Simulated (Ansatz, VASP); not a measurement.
## One calculation of H2CO, two programs

```
O C H
1.0
     7.70599    0.00000    0.00000
     0.00000    7.70599    0.00000
     0.00000    0.00000    7.70599
O C H
4 4 8
Direct
  0.50477 0.71184 0.39930
  0.31433 0.41054 0.89212
  0.26129 0.99642 0.71680
  0.05593 0.66232 0.16438
  0.59952 0.63717 0.31690
  0.36865 0.49985 0.78955
  0.36256 0.04546 0.62330
  0.16602 0.74719 0.11868
  0.78195 0.38559 0.97140
  0.73021 0.35394 0.89642
  0.72578 0.83137 0.88522
  0.70154 0.74189 0.91137
  0.01660 0.14515 0.12007
  0.09383 0.14342 0.06237
  0.88680 0.00196 0.49547
  0.90884 0.00673 0.40197
```

Alike in both runs: functional r2SCAN; dispersion D3(BJ); k mesh 1 × 1 × 1; occupations fermi-dirac, width 0.05 eV; no spin polarisation.

Ansatz relaxed the structure, and its values are those at the end. VASP's run is a single point on that final structure, the one shown.

```csv
,VASP,Ansatz
version,VASP 6.6.1,Ansatz 0.2.0
potentials or method,"VASP PAW PBE potentials, release 64 (O_h, C_h, H_h), cutoff 1100 eV","scalar-relativistic, plane waves, PAW"
valence electrons in the cell,48,48
```

```tsv
	VASP	Ansatz	Ansatz less VASP
rms of the force components (eV/Å)	0.078	0.064	-0.0146
```

VASP's potentials were made for PBE, not for r2SCAN. Ansatz's warnings: dispersion damping borrowed.
